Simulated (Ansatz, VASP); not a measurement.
**One calculation of Rh, two programs**

```xyz
2
Lattice="2.8675 0.0000 0.0000 -1.4338 2.3651 0.0000 0.0000 0.0000 4.4285" Properties=species:S:1:pos:R:3 pbc="T T T"
Rh    1.4338    0.7884    3.3214
Rh    0.0000    1.5767    1.1071
```

Change from the starting cell: strain +0.0500 x Voigt [1, 0, 0, 0, 0, 0], atoms carried along.

Alike in both runs: task single point; functional LDA; k mesh 18 × 18 × 12; occupations methfessel-paxton of order 1, width 0.02 eV; no spin polarisation.

|  | VASP | Ansatz |
| --- | --- | --- |
| version | VASP 6.6.1 | Ansatz 0.2.0 |
| potentials or method | VASP PAW LDA potentials, release 64 (Rh_pv), cutoff 520 eV | scalar-relativistic, plane waves, PAW |
| valence electrons in the cell | 30 | 34 |

|  | VASP | Ansatz | Ansatz less VASP |
| --- | --- | --- | --- |
| gap on the k mesh at the Fermi level (eV) | none | none | - |
| pressure (GPa) | -27.4 | -28.0 | -0.51 |
| traceless stress, the component that is largest in VASP (GPa) | -4.93 | -4.90 | +0.033 |
| rms of the force components (eV/Å) | 0.042 | 0.041 | -0.0012 |

LDA's correlation is that of Perdew and Zunger in VASP and of Perdew and Wang (1992) in Ansatz. Atom by atom the forces differ by 0.001 eV/Å (rms over components). A gap of «none» marks a metal or a gap that the smearing closes. VASP's potentials hold 30 valence electrons a cell and Ansatz's 34, so a difference there can come from the potentials and not from the codes.
